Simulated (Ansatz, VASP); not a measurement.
Two plane-wave programs on K2S

```
S K
1.0
     0.00000    3.52819    3.52819
     3.52819    0.00000    3.52819
     3.52819    3.52819    0.00000
S K
1 2
Cartesian
  0.0000 0.0000 0.0000
  1.7641 1.7641 1.7641
  5.2923 5.2923 5.2923
```

Alike in both runs: task relaxation of cell and atoms; functional PBE; k mesh 10 × 10 × 10; occupations fermi-dirac, width 0.03 eV; no spin polarisation.

|  | VASP | Ansatz |
| --- | --- | --- |
| version | VASP 6.6.1 | Ansatz 0.2.0 |
| potentials or method | VASP PAW PBE potentials, release 64 (S, K_sv) | PAW with Ansatz's default frozen-core files, scalar-relativistic |
| plane-wave cutoff (eV) | 500 | 420 |
| valence electrons in the cell | 24 | 24 |

```csv
,VASP,Ansatz,Ansatz less VASP
relaxed volume (Å³/atom),34.74,34.63,-0.101
relaxed cell length with the largest relative difference (Å),5.282,5.277,-0.0051
```

Noted on VASP's run: the volume moved by over 15 % at a fixed basis, so the end points are rough.
